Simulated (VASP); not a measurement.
# SiSbTe3 (R3m) in VASP: notebook, part 2 of 2

VASP 6.6.1. The steps go on from the part before.

## 3. Relaxation of cell and atoms, PBE

This run uses another cell than the first one, of 43.08 Å³/atom, 0.945 times its volume.

Contents of INCAR:

```
  PREC = Accurate
  ENCUT = 600
  EDIFF = 1E-6
  ISMEAR = 0
  SIGMA = 0.1
  LREAL = F
  LASPH = T
  NELM = 100
  ALGO = Normal
  ISIF = 3
  LWAVE = F
  LCHARG = F
  GGA = PE
  IBRION = 2
  NSW = 100
  EDIFFG = -0.01
```

Contents of KPOINTS:

```
Automatic mesh
0
Gamma
  6 6 6
```

Contents of POSCAR:

```
SiSbTe3
1.0
    3.8092272942      2.1992584037      4.2855378161
   -3.8092272942      2.1992584037      4.2855378161
    0.0000000000     -4.3985168075      4.2855378161
Si Sb Te
1 1 3
Direct
    0.1956854499      0.1956854499      0.1956854499
    0.5224730972      0.5224730972      0.5224730972
    0.4824959364      0.0054453701      0.4824959364
    0.4824959364      0.4824959364      0.0054453701
    0.0054453701      0.4824959364      0.4824959364
```

Potentials or basis: VASP PAW PBE potentials, release 64 (Si, Sb, Te).

Started as:

```console
cat potpaw_PBE.64/Si/POTCAR potpaw_PBE.64/Sb/POTCAR potpaw_PBE.64/Te/POTCAR > POTCAR
mpirun -np 1 vasp_std > vasp.out
```

OUTCAR:

```text
PREC = Accurate
   ENCUT = 600
   EDIFF = 1E-6
   ISMEAR = 0
   LREAL = F
   LASPH = T
   NELM = 100
   ISIF = 3
   GGA = PE
   IBRION = 2
   NSW = 100
   EDIFFG = -0.01

 ion  position               nearest neighbor table
   1  0.196  0.196  0.196-   4 2.67   3 2.67   5 2.67
   2  0.522  0.522  0.522-   3 2.88   5 2.88   4 2.88   3 3.31   5 3.31   4 3.31
   3  0.482  0.005  0.482-   1 2.67   2 2.88   2 3.31   5 3.63   4 3.63
   4  0.482  0.482  0.005-   1 2.67   2 2.88   2 3.31   3 3.63   5 3.63
   5  0.005  0.482  0.482-   1 2.67   2 2.88   2 3.31   3 3.63   4 3.63

  LATTYP: Found a trigonal (rhomboedric) cell.
 ALAT       =     6.1410735607
 COS(alpha) =     0.2304883991

  Lattice vectors:

 A1 = (   3.8092272942,   2.1992584037,   4.2855378161)
 A2 = (  -3.8092272942,   2.1992584037,   4.2855378161)
 A3 = (   0.0000000000,  -4.3985168075,   4.2855378161)

Analysis of symmetry for initial positions (statically):
=====================================================================
 Subroutine PRICEL returns:
 Original cell was already a primitive cell.

 Routine SETGRP: Setting up the symmetry group for a
 trigonal (rhombohedral) supercell.
[... 185 lines left out ...]
  external PRESSURE =       1.6728640 kB  Pullay stress =       0.0000000 kB
[... 98 lines left out ...]
  FREE ENERGIE OF THE ION-ELECTRON SYSTEM (eV)
  ---------------------------------------------------
  free  energy   TOTEN  =       -17.8086545221 eV

  energy  without entropy=      -17.7885015249  energy(sigma->0) =      -17.79857802

[... ionic steps 4 to 9 ...]

--------------------------------------- Ionic step       10  -------------------------------------------

 number of electron      27.0000001 magnetization

------------------------ aborting loop because EDIFF is reached ----------------------------------------
[... 73 lines left out ...]
--------------------------------------- Ionic step       12  -------------------------------------------

 number of electron      27.0000001 magnetization

 Free energy of the ion-electron system (eV)
  ---------------------------------------------------
  ext. energy  EPLUGINS =         0.00000000
  ---------------------------------------------------
  free energy    TOTEN  =       -17.82318406 eV

  energy without entropy =      -17.80361189  energy(sigma->0) =      -17.81339797

 E-fermi :   2.1628     XC(G=0):  -7.1848

 val. band max:        2.1615111593   @ k =   0.5000  -0.0000   0.0000
 cond. band min:       2.1842330352   @ k =  -0.1667   0.1667   0.1667
 fundamental gap:      0.0227218759
 Fermi energy:         2.1627647087

 k-point     1 :       0.0000    0.0000    0.0000
  band No.  band energies     occupation
      1     -10.1169      2.00000
      2      -8.1157      2.00000
      3      -8.1157      2.00000
      4      -6.4943      2.00000
      5      -3.5521      2.00000
      6      -1.9619      2.00000
[... 457 lines left out ...]
      4      -6.1893      2.00000
      5      -4.2093      2.00000
      6      -1.6929      2.00000
[... 9 lines left out ...]
     16       4.1777      0.00000
     17       4.9475      0.00000

 [... further k-points ...]
[... 5 lines left out ...]
  --------------------------------------------------------------------------------------
  -------------------------------------------------------------------------------------
  Total       -0.0189691     -0.0189691      0.0002204      0.0000000      0.0000000     -0.0000000
  in kB       -0.1340652     -0.1340652      0.0015577      0.0000000      0.0000000     -0.0000000
  external PRESSURE =      -0.0888576 kB  Pullay stress =       0.0000000 kB
[... 20 lines left out ...]
  FREE ENERGIE OF THE ION-ELECTRON SYSTEM (eV)
  ---------------------------------------------------
  free  energy   TOTEN  =       -17.8231840562 eV

  energy  without entropy=      -17.8036118928  energy(sigma->0) =      -17.81339797

 reached required accuracy - stopping structural energy minimisation
```

OSZICAR:

```text
N       E                     dE             d eps       ncg     rms          rms(c)
DAV:   1     0.148001294926E+03    0.14800E+03   -0.99233E+03  1088   0.134E+03
DAV:   2    -0.487167908956E+01   -0.15287E+03   -0.15126E+03  1421   0.193E+02
DAV:   3    -0.175554101194E+02   -0.12684E+02   -0.12542E+02  1320   0.611E+01
DAV:   4    -0.179686458591E+02   -0.41324E+00   -0.41013E+00  1748   0.116E+01
[... 89 lines left out ...]
DAV:   5    -0.178231814698E+02    0.96409E-06   -0.14408E-06   594   0.616E-03
  11 F= -.17823181E+02 E0= -.17813409E+02  d E =-.164496E-04
       N       E                     dE             d eps       ncg     rms          rms(c)
DAV:   1    -0.178231864312E+02   -0.39974E-05   -0.12179E-04  1113   0.569E-02    0.116E-02
DAV:   2    -0.178231842993E+02    0.21319E-05   -0.86489E-06  1364   0.161E-02    0.695E-03
DAV:   3    -0.178231840562E+02    0.24307E-06   -0.13339E-06   553   0.577E-03
  12 F= -.17823184E+02 E0= -.17813398E+02  d E =-.190361E-04
```

CONTCAR:

```text
SiSbTe3
   1.00000000000000
     3.8185314112836810    2.2046301382013467    4.4880490602583398
    -3.8185314112836810    2.2046301382013467    4.4880490602583398
    -0.0000000000000000   -4.4092602765076245    4.4880490602607690
  Si              Sb              Te
     1     1     3
Direct
     0.1979853887588920    0.1979853887588920    0.1979853887588917
     0.5307015449539874    0.5307015449539874    0.5307015449539866
     0.4770901105536808    0.0057286351797532    0.4770901105536812
     0.4770901105536806    0.4770901105536806    0.0057286351797532
     0.0057286351797532    0.4770901105536808    0.4770901105536812

  0.00000000E+00  0.00000000E+00  0.00000000E+00
  0.00000000E+00  0.00000000E+00  0.00000000E+00
  0.00000000E+00  0.00000000E+00  0.00000000E+00
  0.00000000E+00  0.00000000E+00  0.00000000E+00
  0.00000000E+00  0.00000000E+00  0.00000000E+00
```

It took 14 min on 1 thread of Intel Xeon Platinum 8259CL at 2.50GHz (Skylake/Cascade Lake), shared host; peak memory 0.48 GiB.

Results:

- Free energy: -17.8232 eV
- Relaxed volume: 45.34 Å³/atom
- Relaxed cell: a = 6.292 Å, b = 6.292 Å, c = 6.292 Å, α = 74.74°, β = 74.74°, γ = 74.74°
- Space group after relaxing (to 0.05 Å): R3m (No. 160)
- Energy gained by relaxing: 7.7 meV/atom
- Ionic steps: 12
- Pressure after relaxing: 0.0 GPa
- Largest force after relaxing: 0.008 eV/Å

Forces in eV/Å, atoms in the order of the input:
```
Si   0.000  0.000  0.008
Sb   0.000  0.000 -0.003
Te   0.001 -0.001 -0.002
Te   0.000  0.001 -0.002
Te  -0.001 -0.001 -0.002
```

Step by step:
```
step  energy change (eV)  largest force (eV/Å)  pressure (GPa)  volume (Å³)
   1              0.0000                0.3307            0.17       215.41
   2             -0.0104                0.2392            0.17       216.82
   3             -0.0240                0.1244            0.23       221.07
   4             -0.0311                0.0786           -0.07       224.26
   5             -0.0326                0.0822           -0.29       226.89
   6             -0.0377                0.0497           -0.10       226.91
   7             -0.0382                0.0357           -0.03       226.91
   8             -0.0382                0.0372           -0.02       226.91
   9             -0.0385                0.0150            0.00       226.68
  10             -0.0386                0.0121            0.02       226.57
  11             -0.0386                0.0125           -0.01       226.74
  12             -0.0386                0.0076           -0.01       226.69
```

Final structure:
```xyz
5
Lattice="3.8185 2.2046 4.4880 -3.8185 2.2046 4.4880 0.0000 -4.4093 4.4880" Properties=species:S:1:pos:R:3 pbc="T T T"
Si    0.0000    0.0000    2.6657
Sb    0.0000    0.0000    7.1454
Te    1.7999   -1.0392    4.3081
Te    0.0000    2.0784    4.3081
Te   -1.7999   -1.0392    4.3081
```

Caveat: spin-orbit coupling is left out, which moves the levels of the heavy elements.

## 4. Single point, PBE

This run uses another cell than the first one, of 29.88 Å³/atom, 0.656 times its volume.

Contents of INCAR:

```
PREC     = Accurate       # precision mode
ENCUT    = 520            # plane-wave cutoff, eV
EDIFF    = 1E-6           # SCF threshold, eV
ISMEAR   = 0              # smearing method
SIGMA    = 0.1            # smearing width, eV
LREAL    = F              # projectors in reciprocal space
LASPH    = T              # aspherical terms in the spheres
NELM     = 80             # most SCF steps
ALGO     = Normal         # electronic algorithm
ISIF     = 2              # what is computed and relaxed
LWAVE    = F              # write WAVECAR
LCHARG   = T              # write CHGCAR
GGA      = PE             # functional
LELF     = T              # ELF
LVHAR    = T            
NBANDS   = 22             # bands
```

Contents of KPOINTS:

```
regular mesh
0
Gamma
  3 3 3
```

Contents of POSCAR:

```
SiSbTe3
1.0
    3.4766374000      2.0072375400      3.5682692800
   -3.4766374000      2.0072375400      3.5682692800
    0.0000000000     -4.0144750800      3.5682692800
Si Sb Te
1 1 3
Direct
    0.2346738500      0.2346738500      0.2346738500
    0.4567627600      0.4567627600      0.4567627600
    0.4904888700      0.0161814400      0.4904888700
    0.4904888700      0.4904888700      0.0161814400
    0.0161814400      0.4904888700      0.4904888700
```

Started as:

```console
cat potpaw_PBE.64/Si/POTCAR potpaw_PBE.64/Sb/POTCAR potpaw_PBE.64/Te/POTCAR > POTCAR
mpirun -np 1 vasp_std > vasp.out
```

It took 20 s on 1 thread of Intel Xeon Platinum 8559C (Emerald Rapids), shared host; peak memory 0.24 GiB.

The run converged. Its results:

```
Free energy   : -6.9001 eV
Pressure      : 48.4 GPa
Largest force : 17.206 eV/Å
```

Forces in eV/Å, atoms in the order of the input:
```
Si    0.000   0.000 -12.604
Sb    0.000   0.000  17.206
Te   12.252  -7.074  -1.534
Te    0.000  14.147  -1.534
Te  -12.252  -7.074  -1.534
```

Stress tensor (GPa, compression positive):
```
49.79  0.00  0.00
 0.00 49.79  0.00
 0.00  0.00 45.66
```

Levels at points of the mesh, in eV from the Fermi level:
| k point | band 10 | band 11 | band 12 | band 13 | band 14 | band 15 | band 16 | band 17 |
| --- | --- | --- | --- | --- | --- | --- | --- | --- |
| (0.00, 0.00, 0.00) | -4.20 | -1.53 | -1.53 | -1.09 | -0.51 | 1.55 | 1.99 | 1.99 |

Caveat: the k points lie up to 0.40 Å⁻¹ apart; spin-orbit coupling is left out, which moves the levels of the heavy elements; forces of over 1 eV/Å act on the atoms, so gaps and moduli don't describe the material at rest.

## 5. Single point, PBE

This run uses another cell than the first one, of 43.08 Å³/atom, 0.945 times its volume.

Contents of INCAR:

```
  ALGO = Normal
  EDIFF = 1E-6
  ENCUT = 520
  GGA = PE
  ISIF = 2
  ISMEAR = 0
  LASPH = T
  LCHARG = F
  LREAL = F
  LWAVE = F
  NBANDS = 22
  NELM = 100
  PREC = Accurate
  SIGMA = 0.1
```

Contents of KPOINTS:

```
k-points
0
Gamma
  3 3 3
```

Contents of POSCAR:

```
SiSbTe3
1.0
    3.8092272942      2.1992584037      4.2855378161
   -3.8092272942      2.1992584037      4.2855378161
    0.0000000000     -4.3985168075      4.2855378161
Si Sb Te
1 1 3
Direct
    0.1956854499      0.1956854499      0.1956854499
    0.5224730972      0.5224730972      0.5224730972
    0.4824959364      0.0054453701      0.4824959364
    0.4824959364      0.4824959364      0.0054453701
    0.0054453701      0.4824959364      0.4824959364
```

Started as:

```console
cat potpaw_PBE.64/Si/POTCAR potpaw_PBE.64/Sb/POTCAR potpaw_PBE.64/Te/POTCAR > POTCAR
mpirun -np 1 vasp_std > vasp.out
```

Wall time 29 s (1 thread of Intel Xeon Platinum 8559C (Emerald Rapids), shared host); peak memory 0.32 GiB.

Results (log left out):

| Item | Value |
| --- | --- |
| Free energy | -17.9821 eV |
| Pressure | 0.0 GPa |
| Largest force | 0.052 eV/Å |

Forces on the atoms (eV/Å):
```
Si   0.000  0.000  0.001
Sb   0.000  0.000 -0.052
Te  -0.019  0.011  0.017
Te   0.000 -0.022  0.017
Te   0.019  0.011  0.017
```

Levels at points of the mesh, in eV from the Fermi level:
```tsv
k point	band 11	band 12	band 13	band 14	band 15	band 16
(0.00, 0.00, 0.00)	-1.21	-0.50	-0.50	0.24	1.64	2.46
```

Caveat: spin-orbit coupling is left out, which moves the levels of the heavy elements.

## 6. Relaxation of cell and atoms, PBE

This run uses another cell than the first one, of 29.88 Å³/atom, 0.656 times its volume.

Contents of INCAR:

```
SYSTEM = SiSbTe3
PREC = Accurate
ENCUT = 600
EDIFF = 1E-7
ISMEAR = 0
SIGMA = 0.1
LREAL = .False.
LASPH = .True.
NELM = 100
ALGO = Normal
ISIF = 3
LWAVE = .False.
LCHARG = .False.
GGA = PE
IBRION = 2
NSW = 90
EDIFFG = -0.04
```

Contents of KPOINTS:

```
Automatic mesh
0
Gamma
  3 3 3
  0 0 0
```

Contents of POSCAR:

```
SiSbTe3
1.0
    3.4766374000      2.0072375400      3.5682692800
   -3.4766374000      2.0072375400      3.5682692800
    0.0000000000     -4.0144750800      3.5682692800
Si Sb Te
1 1 3
Direct
    0.2346738500      0.2346738500      0.2346738500
    0.4567627600      0.4567627600      0.4567627600
    0.4904888700      0.0161814400      0.4904888700
    0.4904888700      0.4904888700      0.0161814400
    0.0161814400      0.4904888700      0.4904888700
```

Potentials or basis: VASP PAW PBE potentials, release 64 (Si, Sb, Te).

Started as:

```console
cat potpaw_PBE.64/Si/POTCAR potpaw_PBE.64/Sb/POTCAR potpaw_PBE.64/Te/POTCAR > POTCAR
mpirun -np 1 vasp_std > vasp.out
```

Wall time 8.7 min (1 thread of Intel Xeon Platinum 8559C (Emerald Rapids), shared host); peak memory 0.35 GiB.

It converged, with:

| Property | Result |
| --- | --- |
| Free energy | -17.9797 eV |
| Relaxed volume | 43.39 Å³/atom |
| Relaxed cell | a = 6.160 Å, b = 6.160 Å, c = 6.160 Å, α = 76.48°, β = 76.48°, γ = 76.48° |
| Space group after relaxing (to 0.05 Å) | R3m (No. 160) |
| Energy gained by relaxing | 2215.8 meV/atom |
| Ionic steps | 32 |
| Pressure after relaxing | -0.1 GPa |
| Largest force after relaxing | 0.026 eV/Å |

Forces on the atoms (eV/Å):
```
Si   0.000  0.000 -0.003
Sb   0.000  0.000 -0.026
Te  -0.006  0.004  0.010
Te   0.000 -0.007  0.010
Te   0.006  0.004  0.010
```

Step by step:
```csv
step,energy change (eV),largest force (eV/Å),pressure (GPa),volume (Å³)
1,0.0000,17.2059,48.41,149.41
2,-5.5644,0.8898,-1.31,441.90
3,-5.7817,0.9801,-1.54,422.46
4,-6.0272,1.0759,-1.79,403.01
5,-9.1775,1.4449,-2.79,255.62
6,-10.5096,1.2197,1.47,197.79
7,-10.5126,1.1273,2.18,194.03
8,-10.5136,1.1798,1.79,196.06
9,-10.7425,0.7310,-0.54,207.61
10,-10.7619,0.6457,-1.27,212.63
11,-10.8576,0.2653,-0.30,207.30
12,-10.8672,0.3485,0.20,205.10
13,-10.8765,0.3524,0.05,205.96
14,-10.8940,0.3968,-0.37,208.54
15,-10.8921,0.5917,-1.06,213.68
16,-10.8990,0.4688,-0.70,210.78
17,-10.9026,0.4832,-0.68,210.72
18,-10.9135,0.5268,-0.63,210.52
19,-10.9359,0.6048,-0.49,210.12
20,-10.9795,0.6859,-0.11,209.32
21,-11.0101,0.4870,1.10,207.69
22,-11.0145,0.5663,0.60,208.27
23,-11.0367,0.3912,0.67,209.37
24,-11.0523,0.3246,0.86,211.17
25,-11.0695,0.1572,0.34,214.19
26,-11.0745,0.0929,-0.13,217.23
27,-11.0745,0.0905,-0.10,217.03
28,-11.0766,0.0483,-0.06,216.97
29,-11.0780,0.0521,0.00,216.87
30,-11.0780,0.0627,0.01,216.86
31,-11.0783,0.0533,-0.02,216.88
32,-11.0788,0.0257,-0.08,216.94
```

Final structure:
```xyz
5
Lattice="3.8127 2.2013 4.3080 -3.8127 2.2013 4.3080 0.0000 -4.4025 4.3080" Properties=species:S:1:pos:R:3 pbc="T T T"
Si    0.0000    0.0000    2.5354
Sb    0.0000    0.0000    6.7570
Te    1.8168   -1.0489    4.1770
Te    0.0000    2.0978    4.1770
Te   -1.8168   -1.0489    4.1770
```

Levels at points of the mesh, in eV from the Fermi level:
```
           k point  band 10  band 11  band 12  band 13  band 14  band 15  band 16  band 17
(0.00, 0.00, 0.00)    -2.50    -1.21    -0.50    -0.50     0.24     1.63     2.47     2.47
```

Caveat: the k points lie up to 0.36 Å⁻¹ apart in the final cell; the volume moved by over 15 % at a fixed basis, so the end points are rough; spin-orbit coupling is left out, which moves the levels of the heavy elements.

## 7. Summary

```csv
task,cell,k mesh,cutoff (eV),gap on the mesh (eV),pressure (GPa),relaxed volume (Å³/atom),largest force (eV/Å)
single point,"a = 6.312 Å, angles 74.3°, 5 atoms",6 × 6 × 6,520,none,0.0,-,0.04
relaxation of cell and atoms,"relaxed from a = 6.141 Å, angles 76.7°, 5 atoms",6 × 6 × 6,600,none,0.0,45.34,0.01
single point,"a = 5.371 Å, angles 80.7°, 5 atoms",3 × 3 × 3,520,none,48.4,-,17.21
single point,"a = 6.141 Å, angles 76.7°, 5 atoms",3 × 3 × 3,520,none,0.0,-,0.05
relaxation of cell and atoms,"relaxed from a = 5.371 Å, angles 80.7°, 5 atoms",3 × 3 × 3,600,none,-0.1,43.39,0.03
```

Alike in all rows: level PBE; potentials or basis VASP PAW PBE potentials, release 64 (Si, Sb, Te); no spin polarisation; smearing gaussian 0.1 eV.

Caveats: some runs use coarse meshes; spin-orbit coupling is left out, which moves the levels of the heavy elements; forces of over 1 eV/Å act on the atoms, so gaps and moduli don't describe the material at rest (some runs); the volume moved by over 15 % at a fixed basis, so the end points are rough (some runs).

Absolute energies hang on the potentials; compare differences alone.
